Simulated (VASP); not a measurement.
# SnO in VASP: single point with PBE+D3(BJ)

Aim: the single point of SnO with PBE+D3(BJ).

Program: VASP 6.6.1. These are calculated values, not measurements. Logs are shortened: lines on timing, memory, paths and dates and some standing lists are left out, and cuts for length are marked.

### 1 The cell of the first run

The cell holds a slab with vacuum, 8 atoms: a = 3.820 Å, b = 3.820 Å, c = 22.226 Å, α = 90.00°, β = 90.00°, γ = 90.00°.

### 2 Single point, PBE+D3(BJ) (layers slid over each other)

Input file INCAR:

```
SYSTEM = SnO
  PREC = Accurate
  ENCUT = 520
  EDIFF = 1E-7
  ISMEAR = 0
  SIGMA = 0.05
  LREAL = .False.
  LASPH = .True.
  NELM = 100
  ALGO = Normal
  ISIF = 2
  LWAVE = .False.
  LCHARG = .True.
  LDIPOL = .True.
  IDIPOL = 3
  DIPOL = 0.5 0.5 0.403
  GGA = PE
  IVDW = 12
  LELF = .True.
  LVHAR = .True.
  LVACPOTAV = .True.
  NBANDS = 50
```

Input file KPOINTS:

```
Automatic mesh
0
Gamma
  7 7 1
  0 0 0
```

Input file POSCAR:

```
SnO
1.0
    3.8201635894      0.0000000000      0.0000000000
    0.0000000000      3.8201635894      0.0000000000
    0.0000000000      0.0000000000     22.2260803631
Sn O
4 4
Direct
    0.7500000000      0.2500000000      0.2024648488
    0.2500000000      0.7500000000      0.3087831984
    0.2500000000      0.8750000000      0.4977503906
   -0.2500000000      1.3750000000      0.6040687401
    0.2500000000      0.2500000000      0.2556240236
    0.7500000000      0.7500000000      0.2556240236
   -0.2500000000      0.8750000000      0.5509095654
    0.2500000000      1.3750000000      0.5509095654
```

Potentials or basis: VASP PAW PBE potentials, release 64 (Sn_d, O).

On the command line:

```sh
$ cat potpaw_PBE.64/Sn_d/POTCAR potpaw_PBE.64/O/POTCAR > POTCAR
$ mpirun -np 1 vasp_std > vasp.out
```

OUTCAR:

```text
SYSTEM = SnO
   PREC = Accurate
   ENCUT = 520
   EDIFF = 1E-7
   ISMEAR = 0
   LREAL = .False.
   LASPH = .True.
   NELM = 100
   ISIF = 2
   GGA = PE
   IVDW = 12
 IVDW          = 12

 ion  position               nearest neighbor table
   1  0.750  0.250  0.202-   5 2.25   6 2.25   6 2.25   5 2.25   2 3.59   2 3.59   2 3.59   2 3.59

   2  0.250  0.750  0.309-   5 2.25   6 2.25   5 2.25   6 2.25   1 3.59   1 3.59   1 3.59   1 3.59

   3  0.250  0.875  0.498-   7 2.25   8 2.25   8 2.25   7 2.25   4 3.59   4 3.59   4 3.59   4 3.59

   4  0.750  0.375  0.604-   7 2.25   8 2.25   7 2.25   8 2.25   3 3.59   3 3.59   3 3.59   3 3.59

   5  0.250  0.250  0.256-   1 2.25   2 2.25   2 2.25   1 2.25
   6  0.750  0.750  0.256-   1 2.25   2 2.25   1 2.25   2 2.25
   7  0.750  0.875  0.551-   4 2.25   4 2.25   3 2.25   3 2.25
   8  0.250  0.375  0.551-   4 2.25   4 2.25   3 2.25   3 2.25

  LATTYP: Found a simple tetragonal cell.
 ALAT       =     3.8201635894
 C/A-ratio  =     5.8180964880

  Lattice vectors:

 A1 = (   3.8201635894,   0.0000000000,   0.0000000000)
 A2 = (   0.0000000000,   3.8201635894,   0.0000000000)
 A3 = (   0.0000000000,   0.0000000000,  22.2260803631)

Analysis of symmetry for initial positions (statically):
=====================================================================
 Subroutine PRICEL returns:
 Original cell was already a primitive cell.

 Routine SETGRP: Setting up the symmetry group for a
 simple tetragonal supercell.

 Subroutine GETGRP returns: Found  4 space group operations
 (whereof  1 operations were pure point group operations)
 out of a pool of 16 trial point group operations.

The static configuration has the point symmetry C_1 .
 The point group associated with its full space group is C_2h.

Analysis of symmetry for dynamics (positions and initial velocities):
=====================================================================
 Subroutine PRICEL returns:
 Original cell was already a primitive cell.

 Routine SETGRP: Setting up the symmetry group for a
 simple tetragonal supercell.

 Subroutine GETGRP returns: Found  4 space group operations
 (whereof  1 operations were pure point group operations)
 out of a pool of 16 trial point group operations.

The dynamic configuration has the point symmetry C_1 .
 The point group associated with its full space group is C_2h.

 Subroutine INISYM returns: Found  4 space group operations
[... 108 lines left out ...]
   POTIM  = 0.5000    time-step for ionic-motion
   TEBEG  =    0.0;   TEEND  =   0.0 temperature during run
   PSTRESS=    0.0 pullay stress
   NELECT =      80.0000    total number of electrons
   NUPDOWN=      -1.0000    fix difference up-down
   EMIN   =  10.00;   EMAX   =-10.00  energy-range for DOS
   EFERMI =   0.00;   METHOD = LEGACY
   ISMEAR =     0;   SIGMA  =   0.05  broadening in eV -4-tet -1-fermi 0-gaus
   EFERMI_NEDOS =   21; number of points for ismear=-14 and -15
   IALGO  =     38    algorithm
   IMIX   =      4    mixing-type and parameters
     AMIX     =   0.40;   BMIX     =  1.00
     AMIX_MAG =   1.60;   BMIX_MAG =  1.00
  volume/ion in A,a.u.               =      40.54       273.61
  Fermi-wavevector in a.u.,A,eV,Ry     =   1.026666  1.940118 14.341130  1.054043
  Thomas-Fermi vector in A             =   2.160571
   LORBIT       =      0    0 simple, 1 ext, 2 COOP (PROOUT), +10 PAW based schemes
   GGA     = PE    functional components
   LHFCALC =     F    Hartree Fock is set to
   AEXX    =    0.0000 exact exchange contribution
   IVDW    =    12    specifies the selected vdW correction
   LEPSILON=     F    determine dielectric tensor
   LRPA    =     F    only Hartree local field effects (RPA)
 non-spin polarized calculation
 Gauss-broadening in eV      SIGMA  =   0.05
  energy-cutoff  :      520.00
  volume of cell :      324.36
 maximum number of plane-waves:      8769
   NGX = 15   NGY = 15   NGZ = 83

 dipolmoment           0.000000      0.000000      0.000151 electrons x Angstroem

 number of electron      79.9999970 magnetization

 dipolmoment           0.000000      0.000000     -0.000002 electrons x Angstroem

 Free energy of the ion-electron system (eV)
  ---------------------------------------------------
  ext. energy  EPLUGINS =         0.00000000
  ---------------------------------------------------
  free energy    TOTEN  =       -45.12390813 eV

  energy without entropy =      -45.12390813  energy(sigma->0) =      -45.12390813

 E-fermi :   0.0843     XC(G=0):  -5.3094

 val. band max:       -0.1718369324   @ k =   0.1429   0.1429   0.0000
 cond. band min:       2.2379021917   @ k =   0.4286   0.0000   0.0000
 fundamental gap:      2.4097391241
 Fermi energy:         0.0842982235

 k-point     1 :       0.0000    0.0000    0.0000
  band No.  band energies     occupation
      1     -21.0407      2.00000
      2     -21.0407      2.00000
      3     -20.6801      2.00000
      4     -20.6801      2.00000
      5     -20.6433      2.00000
      6     -20.6431      2.00000
[... 837 lines left out ...]
     49       5.9598      0.00000
     50       6.0600      0.00000

------------------------ aborting loop because EDIFF is reached ----------------------------------------

 Edisp (eV)   -1.23664

 E8    (eV) :    -0.5464

  FORCE on cell =-STRESS in cart. coord.  units (eV):
  Direction    XX          YY          ZZ          XY          YZ          ZX
  --------------------------------------------------------------------------------------
  -------------------------------------------------------------------------------------
  Total       0.24956     0.26453     0.47813     0.00000     0.19647     0.00000
  in kB       1.23271     1.30667     2.36172     0.00000     0.97046     0.00000
  external pressure =        1.63 kB  Pullay stress =        0.00 kB

 VOLUME and BASIS-vectors are now :
 -----------------------------------------------------------------------------
  energy-cutoff  :      520.00
  volume of cell :      324.36
      direct lattice vectors                 reciprocal lattice vectors
     3.820163589  0.000000000  0.000000000     0.261768895  0.000000000  0.000000000
     0.000000000  3.820163589  0.000000000     0.000000000  0.261768895  0.000000000
     0.000000000  0.000000000 22.226080363     0.000000000  0.000000000  0.044992189

 POSITION                                       TOTAL-FORCE (eV/Angst)
 -----------------------------------------------------------------------------------
      2.86512      0.95504      4.50000         0.000000     -0.003643     -0.084642
      0.95504      2.86512      6.86304         0.000000     -0.021735      0.034927
      0.95504      3.34264     11.06304         0.000000      0.021735     -0.034927
      2.86512      1.43256     13.42608         0.000000      0.003643      0.084642
      0.95504      0.95504      5.68152         0.000000     -0.018285     -0.001994
      2.86512      2.86512      5.68152         0.000000      0.007216     -0.001813
      2.86512      3.34264     12.24456         0.000000     -0.007216      0.001813
      0.95504      1.43256     12.24456         0.000000      0.018285      0.001994
 -----------------------------------------------------------------------------------
    total drift:                                0.000000      0.000000     -0.000087

  FREE ENERGIE OF THE ION-ELECTRON SYSTEM (eV)
  ---------------------------------------------------
  free  energy   TOTEN  =       -46.3605519406 eV

  energy  without entropy=      -46.3605519406  energy(sigma->0) =      -46.36055194

 vacuum level on the upper side and lower side of the slab         4.943         4.943
```

Wall time 3.6 min (1 thread of AMD EPYC 9R45 (Zen 5), shared host); peak memory 0.41 GiB.

Results:

```
Free energy                : -46.3606 eV
Largest force              : 0.085 eV/Å
Band gap on the k mesh     : 2.41 eV (least direct gap 2.55 eV)
Dispersion energy per atom : -0.155 eV
```

Forces in eV/Å, atoms in the order of the input:
```
Sn   0.000 -0.004 -0.085
Sn   0.000 -0.022  0.035
Sn   0.000  0.022 -0.035
Sn   0.000  0.004  0.085
O    0.000 -0.018 -0.002
O    0.000  0.007 -0.002
O    0.000 -0.007  0.002
O    0.000  0.018  0.002
```

Levels at points of the mesh, in eV from the valence-band top:
```csv
k point,band 37,band 38,band 39,band 40,band 41,band 42,band 43,band 44
"(0.00, 0.00, 0.00)",-1.96,-1.96,-0.64,-0.04,2.51,2.85,2.85,3.79
```

Caveat: the cell differs from its parent crystal (layers slid over each other); spin-orbit coupling is left out, which moves the levels of the heavy elements.
